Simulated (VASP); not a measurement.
A run of VASP 6.6.1:

The input INCAR:

```
PREC = Accurate ; ENCUT = 520
EDIFF = 1E-7 ; ISMEAR = -1
SIGMA = 0.05 ; LREAL = F
LASPH = T ; NELM = 80
ALGO = Normal ; ISIF = 2
LWAVE = F ; LCHARG = F
GGA = PE ; NBANDS = 26
```

File KPOINTS:

```
regular mesh
0
Gamma
  7 7 7
```

Contents of POSCAR:

```
CuI
1.0
    2.2220349939      1.2828925019      6.8830535908
   -2.2220349939      1.2828925019      6.8830535908
    0.0000000000     -2.5657850037      6.8830535908
I Cu
2 2
Direct
    0.5000000000      0.5000000000      0.5000000000
    0.0000000000      0.0000000000      0.0000000000
    0.8770150000      0.8770150000      0.8770150000
    0.1229850000      0.1229850000      0.1229850000
```

Potentials or basis: VASP PAW PBE potentials, release 64 (I, Cu).

Command:

```sh
$ cat potpaw_PBE.64/I/POTCAR potpaw_PBE.64/Cu/POTCAR > POTCAR
$ mpirun -np 1 vasp_std > vasp.out
```

Hardware: 1 thread of Intel(R) Xeon(R) Platinum 8259CL CPU @ 2.50GHz (Skylake/Cascade Lake), with other jobs on the host.

**Question.** Estimate the wall time of this run.

**Answer.** It took 5.9 min on 1 thread of Intel(R) Xeon(R) Platinum 8259CL CPU @ 2.50GHz (Skylake/Cascade Lake) (shared host), peak memory 0.47 GiB. Counts: scf iterations 19, k points 44.
